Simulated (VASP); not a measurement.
Set up this calculation in VASP 6.6.1, as the native input.

| Quantity | Value |
| --- | --- |
| Task | single point |
| Functional | PBE |
| Potentials or basis | VASP PAW PBE potentials, release 64 (Si) |
| Cutoff | 520 eV |
| k mesh | 18 × 18 × 18 |
| Occupations | fermi-dirac, width 0.05 eV |
| Spin | no spin polarisation |
| Dipole correction | no |
| Further INCAR settings | ALGO = Normal; EDIFF = 1e-07; NBANDS = 8 |

The structure of Si lies in POSCAR:

```
Si
1.0
    0.0000000000      1.8280325163      1.8280325163
    1.8280325163      0.0000000000      1.8280325163
    1.8280325163      1.8280325163      0.0000000000
Si
1
Direct
    0.0000000000      0.0000000000      0.0000000000
```

This cell differs from its parent crystal: volume scaled by 0.84.

The input as run:

INCAR

```
SYSTEM = Si
PREC = Accurate
ENCUT = 520
EDIFF = 1E-7
ISMEAR = -1
SIGMA = 0.05
LREAL = .FALSE.
LASPH = .TRUE.
NELM = 100
ALGO = Normal
ISIF = 2
LWAVE = .FALSE.
LCHARG = .TRUE.
GGA = PE
LELF = .TRUE.
LVHAR = .TRUE.
NBANDS = 8
```

KPOINTS

```
regular mesh
0
G
  18 18 18
  0 0 0
```

Potentials or basis: VASP PAW PBE potentials, release 64 (Si).

Run with:

```bash
$ cat potpaw_PBE.64/Si/POTCAR > POTCAR
$ mpirun -np 1 vasp_std > vasp.out
```

Results of the run:

```
Pressure               : 20.2 GPa
Band gap on the k mesh : zero (band 2 reaches 25.17 eV, above the bottom of band 3 at 9.17 eV)
```

Run time: 22 s on 1 thread of Intel Xeon 8259CL, on a shared host, peak memory 0.13 GiB.
